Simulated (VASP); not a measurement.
A run of VASP 6.6.1 is set up as follows.

Contents of POSCAR:

```
TiO2
1.0
    4.5968534828      0.0000000000      0.0000000000
    0.0000000000      4.5968534828      0.0000000000
    0.0000000000      0.0000000000      2.9534912833
Ti O
2 4
Direct
    0.0000000000      0.0000000000      0.0000000000
    0.5000000000      0.5000000000      0.5000000000
    0.3046432215      0.3046432215      0.0000000000
    0.1953567785      0.8046432215      0.5000000000
    0.8046432215      0.1953567785      0.5000000000
    0.6953567785      0.6953567785      0.0000000000
```

Contents of INCAR.step1:

```
PREC = Accurate
ENCUT = 520
ISMEAR = 0
SIGMA = 0.01
LREAL = F
LASPH = T
NELM = 100
NBANDS = 33
GGA = PE
ALGO = Normal
EDIFF = 1E-4
LWAVE = T
LCHARG = F
```

INCAR.step2

```
PREC = Accurate
ENCUT = 520
EDIFF = 1E-6
ISMEAR = 0
SIGMA = 0.01
LREAL = F
LASPH = T
NELM = 100
ALGO = Normal
ISIF = 2
LWAVE = F
LCHARG = T
METAGGA = R2SCAN
LMIXTAU = T
LELF = T
LVHAR = T
NBANDS = 33
ISTART = 1
```

File KPOINTS:

```
regular mesh
0
Gamma
  6 6 8
```

Potentials or basis: VASP PAW PBE potentials, release 64 (Ti_sv, O).

The run is started by

```bash
$ cat potpaw_PBE.64/Ti_sv/POTCAR potpaw_PBE.64/O/POTCAR > POTCAR
$ cp INCAR.step1 INCAR
$ mpirun -np 1 vasp_std > vasp.out
$ cp INCAR.step2 INCAR
$ mpirun -np 1 vasp_std > vasp.out
```

Task: Predict the band gap on the k mesh.

Result: 2.23 eV, direct.

Task: Predict the largest force.

Result: 0.038 eV/Å.

Stress tensor (GPa, compression positive):
```
1.05 0.00 0.00
0.00 1.05 0.00
0.00 0.00 1.78
```

Caveat: the PAW data sets were made with another functional, which shifts forces and pressure a little. A k mesh can miss the band edges.
